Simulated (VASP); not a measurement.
# ZrC (Fm-3m) in VASP: a series of runs

ZrC is run at these levels: r2SCAN; tasks: single point.

Everything below comes from runs of VASP 6.6.1. Logs are shortened: lines on timing, memory, paths and dates and some standing lists are left out, and cuts for length are marked.

## (1) The cell of the first run

It takes space group Fm-3m (No. 225, cubic). The conventional cell has a = 3.875 Å, b = 3.875 Å, c = 3.875 Å, α = 90.00°, β = 90.00°, γ = 90.00°. Within 2.6 Å of Zr (site symmetry m-3m) lie 6 C at 1.94 Å. C (site symmetry m-3m) has 6 Zr at 1.94 Å within 2.6 Å.

## (2) Single point, r2SCAN (7.28 Å³/atom)

Input file POSCAR:

```
ZrC
1.0
    0.0000000000      1.9376948050      1.9376948050
    1.9376948050      0.0000000000      1.9376948050
    1.9376948050      1.9376948050      0.0000000000
Zr C
1 1
Direct
    0.5000000000      0.5000000000      0.5000000000
    0.0000000000      0.0000000000      0.0000000000
```

Input file INCAR.step1:

```
SYSTEM = ZrC
PREC = Accurate
ENCUT = 660
ISMEAR = -1
SIGMA = 0.05
LREAL = .FALSE.
LASPH = .TRUE.
NELM = 120
NBANDS = 15
GGA = PE
ALGO = Normal
EDIFF = 1E-5
LWAVE = .TRUE.
LCHARG = .FALSE.
GGA_COMPAT = .FALSE.
```

Input file INCAR.step2:

```
SYSTEM = ZrC
PREC = Accurate
ENCUT = 660
EDIFF = 1E-6
ISMEAR = -1
SIGMA = 0.05
LREAL = .FALSE.
LASPH = .TRUE.
NELM = 120
ALGO = Normal
ISIF = 2
LWAVE = .FALSE.
LCHARG = .TRUE.
METAGGA = R2SCAN
LMIXTAU = .TRUE.
LELF = .TRUE.
LVHAR = .TRUE.
NBANDS = 15
ISTART = 1
GGA_COMPAT = .FALSE.
```

Input file KPOINTS:

```
Automatic mesh
0
G
  13 13 13
  0 0 0
```

Potentials or basis: VASP PAW PBE potentials, release 64 (Zr_sv, C).

Started as:

```console
> cat potpaw_PBE.64/Zr_sv/POTCAR potpaw_PBE.64/C/POTCAR > POTCAR
> cp INCAR.step1 INCAR
> mpirun -np 1 vasp_std > vasp.out
> cp INCAR.step2 INCAR
> mpirun -np 1 vasp_std > vasp.out
```

OUTCAR:

```text
SYSTEM = ZrC
   PREC = Accurate
   ENCUT = 660
   EDIFF = 1E-6
   ISMEAR = -1
   LREAL = .FALSE.
   LASPH = .TRUE.
   NELM = 120
   ISIF = 2
   METAGGA = R2SCAN
   ISTART = 1

 ion  position               nearest neighbor table
   1  0.500  0.500  0.500-   2 1.94   2 1.94   2 1.94   2 1.94   2 1.94   2 1.94
   2  0.000  0.000  0.000-   1 1.94   1 1.94   1 1.94   1 1.94   1 1.94   1 1.94

  LATTYP: Found a face centered cubic cell.
 ALAT       =     3.8753896100

  Lattice vectors:

 A1 = (   0.0000000000,   1.9376948050,   1.9376948050)
 A2 = (   1.9376948050,   0.0000000000,   1.9376948050)
 A3 = (   1.9376948050,   1.9376948050,   0.0000000000)

Analysis of symmetry for initial positions (statically):
=====================================================================
 Subroutine PRICEL returns:
 Original cell was already a primitive cell.

 Routine SETGRP: Setting up the symmetry group for a
 face centered cubic supercell.

 Subroutine GETGRP returns: Found 48 space group operations
 (whereof 48 operations were pure point group operations)
 out of a pool of 48 trial point group operations.

The static configuration has the point symmetry O_h .

Analysis of symmetry for dynamics (positions and initial velocities):
=====================================================================
 Subroutine PRICEL returns:
 Original cell was already a primitive cell.

 Routine SETGRP: Setting up the symmetry group for a
 face centered cubic supercell.

 Subroutine GETGRP returns: Found 48 space group operations
 (whereof 48 operations were pure point group operations)
 out of a pool of 48 trial point group operations.

The dynamic configuration has the point symmetry O_h .

 Subroutine INISYM returns: Found 48 space group operations
 (whereof 48 operations are pure point group operations),
 and found     1 'primitive' translations

----------------------------------------------------------------------------------------

                                     Primitive cell

  volume of cell :      14.5508

  direct lattice vectors                    reciprocal lattice vectors
     0.000000000  1.937694805  1.937694805    -0.258038572  0.258038572  0.258038572
     1.937694805  0.000000000  1.937694805     0.258038572 -0.258038572  0.258038572
     1.937694805  1.937694805  0.000000000     0.258038572  0.258038572 -0.258038572

  length of vectors
     2.740314273  2.740314273  2.740314273     0.446935917  0.446935917  0.446935917

  position of ions in fractional coordinates (direct lattice)
     0.500000000  0.500000000  0.500000000
     0.000000000  0.000000000  0.000000000

  ion indices of the primitive-cell ions
   primitive index   ion index
                 1           1
                 2           2

----------------------------------------------------------------------------------------

 KPOINTS: Automatic mesh

Automatic generation of k-mesh.
 Grid dimensions read from file:
 generate k-points for:   13   13   13

 Generating k-lattice:

  Cartesian coordinates                     Fractional coordinates (reciprocal lattice)
    -0.019849121  0.019849121  0.019849121     0.076923077  0.000000000  0.000000000
     0.019849121 -0.019849121  0.019849121     0.000000000  0.076923077  0.000000000
     0.019849121  0.019849121 -0.019849121     0.000000000  0.000000000  0.076923077

  Length of vectors
     0.034379686  0.034379686  0.034379686

  Shift w.r.t. Gamma in fractional coordinates (k-lattice)
     0.000000000  0.000000000  0.000000000

 Subroutine IBZKPT returns following result:
 ===========================================

 Found     84 irreducible k-points:

 Following reciprocal coordinates:
            Coordinates               Weight
  0.000000  0.000000  0.000000      1.000000
  0.076923  0.000000  0.000000      8.000000
  0.153846  0.000000  0.000000      8.000000
  0.230769  0.000000  0.000000      8.000000
  0.307692  0.000000  0.000000      8.000000
  0.384615  0.000000  0.000000      8.000000
[... 16 lines left out ...]
  0.384615  0.153846  0.000000     24.000000
  0.461538  0.153846  0.000000     24.000000
 [... further k-points ...]
   k-points           NKPTS =     84   k-points in BZ     NKDIM =     84   number of bands    NBANDS=     15
   number of dos      NEDOS =    301   number of ions     NIONS =      2
   total plane-waves  NPLWV =  13824
   dimension x,y,z NGX =    24 NGY =   24 NGZ =   24
   dimension x,y,z NGXF=    48 NGYF=   48 NGZF=   48
   ions per type =               1   1
   NGX,Y,Z   is equivalent  to a cutoff of  14.56, 14.56, 14.56 a.u.
   NGXF,Y,Z  is equivalent  to a cutoff of  29.12, 29.12, 29.12 a.u.
 SYSTEM =  ZrC
   PREC   = accura    normal or accurate (medium, high low for compatibility)
   ISTART =      1    job   : 0-new  1-cont  2-samecut
   ICHARG =      0    charge: 1-file 2-atom 10-const
   ISPIN  =      1    spin polarized calculation?
   LNONCOLLINEAR =      F non collinear calculations
   LSORBIT =      F    spin-orbit coupling
   LASPH  =      T    aspherical Exc in radial PAW
   ENCUT  =  660.0 eV  48.51 Ry    6.96 a.u.   5.74  5.74  5.74*2*pi/ulx,y,z
   NELM   =    120;   NELMIN=  2; NELMDL=  0     # of ELM steps
   EDIFF  = 0.1E-05   stopping-criterion for ELM
   LREAL  =      F    real-space projection
   EDIFFG = 0.1E-04   stopping-criterion for IOM
   NSW    =      0    number of steps for IOM
   IBRION =     -1    ionic relax: 0-MD 1-quasi-New 2-CG
   NFREE  =      0    steps in history (QN), initial steepest desc. (CG)
   ISIF   =      2    stress and relaxation
   ISYM   =      2    0-nonsym 1-usesym 2-fastsym
   POTIM  = 0.5000    time-step for ionic-motion
   TEBEG  =    0.0;   TEEND  =   0.0 temperature during run
   PSTRESS=    0.0 pullay stress
   NELECT =      16.0000    total number of electrons
   NUPDOWN=      -1.0000    fix difference up-down
   EMIN   =  10.00;   EMAX   =-10.00  energy-range for DOS
   EFERMI =   0.00;   METHOD = LEGACY
   ISMEAR =    -1;   SIGMA  =   0.05  broadening in eV -4-tet -1-fermi 0-gaus
   EFERMI_NEDOS =   21; number of points for ismear=-14 and -15
   IALGO  =     38    algorithm
   IMIX   =      4    mixing-type and parameters
     AMIX     =   0.40;   BMIX     =  1.00
     AMIX_MAG =   1.60;   BMIX_MAG =  1.00
  volume/ion in A,a.u.               =       7.28        49.10
  Fermi-wavevector in a.u.,A,eV,Ry     =   1.689738  3.193142 38.847566  2.855216
  Thomas-Fermi vector in A             =   2.771811
   LORBIT       =      0    0 simple, 1 ext, 2 COOP (PROOUT), +10 PAW based schemes
   METAGGA = R2SCAN    functional components
   LHFCALC =     F    Hartree Fock is set to
   AEXX    =    0.0000 exact exchange contribution
   IVDW    =     0    specifies the selected vdW correction
   LEPSILON=     F    determine dielectric tensor
   LRPA    =     F    only Hartree local field effects (RPA)
 non-spin polarized calculation
  energy-cutoff  :      660.00
  volume of cell :       14.55
 maximum number of plane-waves:       571
   NGX = 11   NGY = 11   NGZ = 11

 number of electron      16.0000000 magnetization

 Free energy of the ion-electron system (eV)
  ---------------------------------------------------
  ext. energy  EPLUGINS =         0.00000000
  ---------------------------------------------------
  free energy    TOTEN  =       -25.36245007 eV

  energy without entropy =      -25.35949226  energy(sigma->0) =      -25.36097116

 E-fermi :  18.5554     XC(G=0): -16.5062

 val. band max:       18.5375516972   @ k =  -0.3846   0.4615   0.0769
 cond. band min:      18.6029769780   @ k =   0.4615   0.3846   0.0000
 fundamental gap:      0.0654252808
 Fermi energy:        18.5554230552

 k-point     1 :       0.0000    0.0000    0.0000
  band No.  band energies     occupation
      1     -30.9355      2.00000
      2      -6.2580      2.00000
      3      -6.2580      2.00000
      4      -6.2580      2.00000
      5       5.2733      2.00000
      6      18.8597      0.00454
      7      18.8597      0.00454
      8      18.8597      0.00454
      9      18.8999      0.00203
     10      18.8999      0.00203
     11      18.8999      0.00203
     12      22.5692      0.00000
     13      22.5692      0.00000
     14      29.7311      0.00000
     15      34.2273      0.00000

 k-point     2 :       0.0769    0.0000    0.0000
  band No.  band energies     occupation
      1     -30.8774      2.00000
      2      -6.6537      2.00000
      3      -6.2783      2.00000
      4      -6.2783      2.00000
      5       5.6796      2.00000
      6      17.4077      2.00000
      7      17.6191      2.00000
      8      17.6191      2.00000
      9      19.3562      0.00000
     10      19.3562      0.00000
     11      20.0212      0.00000
     12      23.9217      0.00000
     13      23.9217      0.00000
     14      30.5245      0.00000
     15      34.4810      0.00000

 k-point     3 :       0.1538    0.0000    0.0000
  band No.  band energies     occupation
      1     -30.7128      2.00000
      2      -7.6461      2.00000
      3      -6.3332      2.00000
      4      -6.3332      2.00000
      5       6.6865      2.00000
      6      15.8664      2.00000
      7      15.9090      2.00000
      8      15.9090      2.00000
      9      20.1591      0.00000
     10      20.1591      0.00000
     11      20.8409      0.00000
     12      26.5038      0.00000
     13      26.5038      0.00000
     14      32.6743      0.00000
     15      35.0604      0.00000
[... 343 lines left out ...]
 k-point    23 :       0.3846    0.1538    0.0000
  band No.  band energies     occupation
      1     -29.9735      2.00000
      2     -10.2045      2.00000
      3      -7.0790      2.00000
      4      -7.0151      2.00000
      5       8.1510      2.00000
      6      12.2242      2.00000
      7      14.5162      2.00000
      8      14.9787      2.00000
      9      19.8493      0.00000
     10      25.9503      0.00000
     11      26.5656      0.00000
     12      30.6532      0.00000
     13      32.7152      0.00000
     14      36.5726      0.00000
     15      39.5129      0.00000

 k-point    24 :       0.4615    0.1538    0.0000
  band No.  band energies     occupation
      1     -29.7822      2.00000
      2     -10.8515      2.00000
      3      -7.3099      2.00000
      4      -6.9791      2.00000
      5       8.3696      2.00000
      6      11.8877      2.00000
      7      13.5309      2.00000
      8      15.1297      2.00000
      9      21.3538      0.00000
     10      26.8741      0.00000
     11      27.8738      0.00000
     12      31.2698      0.00000
     13      33.2894      0.00000
     14      37.6365      0.00000
     15      38.0318      0.00000

 [... further k-points ...]

------------------------ aborting loop because EDIFF is reached ----------------------------------------

  FORCE on cell =-STRESS in cart. coord.  units (eV):
  Direction    XX          YY          ZZ          XY          YZ          ZX
  --------------------------------------------------------------------------------------
  -------------------------------------------------------------------------------------
  Total       37.0743000     37.0743000     37.0743000      0.0000000      0.0000000      0.0000000
  in kB     4082.2295461   4082.2295461   4082.2295461      0.0000000      0.0000000      0.0000000
  external PRESSURE =    4082.2295461 kB  Pullay stress =       0.0000000 kB

 VOLUME and BASIS-vectors are now :
 -----------------------------------------------------------------------------
  energy-cutoff  :      660.00
  volume of cell :       14.55
      direct lattice vectors                 reciprocal lattice vectors
     0.000000000  1.937694805  1.937694805    -0.258038572  0.258038572  0.258038572
     1.937694805  0.000000000  1.937694805     0.258038572 -0.258038572  0.258038572
     1.937694805  1.937694805  0.000000000     0.258038572  0.258038572 -0.258038572

 POSITION                                       TOTAL-FORCE (eV/Angst)
 -----------------------------------------------------------------------------------
      1.93769      1.93769      1.93769        -0.000000     -0.000000     -0.000000
      0.00000      0.00000      0.00000         0.000000      0.000000      0.000000
 -----------------------------------------------------------------------------------
    total drift:                                0.000000     -0.000000      0.000000

  FREE ENERGIE OF THE ION-ELECTRON SYSTEM (eV)
  ---------------------------------------------------
  free  energy   TOTEN  =       -25.3624500651 eV

  energy  without entropy=      -25.3594922593  energy(sigma->0) =      -25.36097116
```

Wall time 41 s (1 thread of Intel Xeon 6975P-C (Granite Rapids), shared host); peak memory 0.16 GiB.

What came out:

| Item | Value |
| --- | --- |
| Free energy | -25.3625 eV |
| Pressure | 408.2 GPa |
| Band gap on the k mesh | zero (bands 8 and 9 overlap by 2.05 eV) |

Caveat: the cell stands under pressure; the PAW data sets were made with another functional, which shifts forces and pressure a little.

(Continued in part 2 of 2.)
